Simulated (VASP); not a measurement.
Crystal: B3Ru2.

```
CELL_PARAMETERS angstrom
2.90510 0.00000 0.00000
-1.45255 2.51589 0.00000
0.00000 0.00000 12.81250
ATOMIC_POSITIONS crystal
B 0.33333 0.66667 0.97220
B 0.66667 0.33333 0.47220
B 0.33333 0.66667 0.52780
B 0.66667 0.33333 0.02780
B 0.33333 0.66667 0.75000
B 0.66667 0.33333 0.25000
Ru 0.33333 0.66667 0.13985
Ru 0.66667 0.33333 0.63985
Ru 0.33333 0.66667 0.36015
Ru 0.66667 0.33333 0.86015
```

| Quantity | Value |
| --- | --- |
| Program | VASP 6.6.1 |
| Task | relaxation of cell and atoms |
| Functional | r2SCAN |
| Potentials or basis | VASP PAW PBE potentials, release 64 (B, Ru_pv) |
| Cutoff | 600 eV |
| k mesh | 12 × 12 × 3 |
| Occupations | fermi-dirac, width 0.1 eV |
| Spin | no spin polarisation |

At the start: pressure 0.3 GPa; volume 9.36 Å³/atom.

Question: How do energy, volume and symmetry change on relaxing?

Answer: Over 7 steps the energy falls by 5.2 meV/atom and the volume is 9.38 Å³/atom (+0.1 %); space group P6_3/mmc (No. 194, to 0.1 Å) before and after.

The path:
```
step  energy change (eV)  largest force (eV/Å)  pressure (GPa)  volume (Å³)
   1              0.0000                0.7139            0.31        93.65
   2             -0.0495                0.0831           -0.78        93.89
   3             -0.0495                0.0835           -0.80        93.89
   4             -0.0478                0.0862            1.93        93.28
   5             -0.0522                0.0110            0.39        93.62
   6             -0.0523                0.0132           -0.26        93.85
   7             -0.0525                0.0032            0.01        93.76
```

Final structure:
```xyz
10
Lattice="2.9111 0.0000 0.0000 -1.4555 2.5211 0.0000 0.0000 0.0000 12.7750" Properties=species:S:1:pos:R:3 pbc="T T T"
B     0.0000    1.6807   12.3834
B     1.4555    0.8404    5.9959
B     0.0000    1.6807    6.7791
B     1.4555    0.8404    0.3916
B     0.0000    1.6807    9.5812
B     1.4555    0.8404    3.1937
Ru    0.0000    1.6807    1.7875
Ru    1.4555    0.8404    8.1750
Ru    0.0000    1.6807    4.6000
Ru    1.4555    0.8404   10.9875
```

Caveat: the PAW data sets were made with another functional, which shifts forces and pressure a little.
